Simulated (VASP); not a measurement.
A run of VASP 6.6.1:

File INCAR:

```
  PREC = Accurate
  ENCUT = 520
  EDIFF = 1E-6
  ISMEAR = -1
  SIGMA = 0.02
  LREAL = F
  LASPH = T
  NELM = 100
  ALGO = Normal
  ISIF = 2
  LWAVE = F
  LCHARG = F
  GGA = PE
  IBRION = 2
  NSW = 80
  EDIFFG = -0.02
```

File KPOINTS:

```
regular mesh
0
Gamma
  10 10 10
```

POSCAR

```
HfO2
1.0
    0.0000000000      2.5052914730      2.5052914730
    2.5052914730      0.0000000000      2.5052914730
    2.5052914730      2.5052914730      0.0000000000
Hf O
1 2
Direct
    0.0000000000      0.0000000000      0.0000000000
    0.2500000000      0.2500000000      0.2500000000
    0.7500000000      0.7500000000      0.7500000000
```

Potentials or basis: VASP PAW PBE potentials, release 64 (Hf_pv, O).

Command:

```console
$ cat potpaw_PBE.64/Hf_pv/POTCAR potpaw_PBE.64/O/POTCAR > POTCAR
$ mpirun -np 1 vasp_std > vasp.out
```

Hardware: 1 thread of Intel(R) Xeon(R) Platinum 8559C (Emerald Rapids) (shared host).

Question: How long does it take, and how much memory?

Answer: It took 13 s on 1 thread of Intel(R) Xeon(R) Platinum 8559C (Emerald Rapids), on a shared host, peak memory 0.17 GiB. Counts: scf iterations 13, k points 47, ion steps 1.
